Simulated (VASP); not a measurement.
Au3C, 4 atoms in the cell. The cell holds a slab with vacuum, 4 atoms: a = 2.940 Å, b = 2.940 Å, c = 21.897 Å, α = 90.00°, β = 90.00°, γ = 120.00°. 

| Item | Value |
| --- | --- |
| Program | VASP 6.6.1 |
| Task | single point |
| Functional | PBE |
| Potentials or basis | VASP PAW PBE potentials, release 64 (Au, C) |
| Cutoff | 520 eV |
| k mesh | 9 × 9 × 1 |
| Occupations | gaussian, width 0.1 eV |
| Spin | no spin polarisation |
| Dipole correction | yes |
| Further INCAR settings | ALGO = Normal; EDIFF = 1e-06; NBANDS = 26 |

Potentials or basis: VASP PAW PBE potentials, release 64 (Au, C).

Command:

```bash
$ cat potpaw_PBE.64/Au/POTCAR potpaw_PBE.64/C/POTCAR > POTCAR
$ mpirun -np 1 vasp_std > vasp.out
```

Hardware: 1 thread of Oxide Virtual Turin-like Processor (shared host).

Problem. How long does it take, and how much memory?

Solution. Wall time 3.9 min on 1 thread of Oxide Virtual Turin-like Processor, with other jobs on the host, peak memory 0.3 GiB. Counts: scf iterations 24, k points 25.
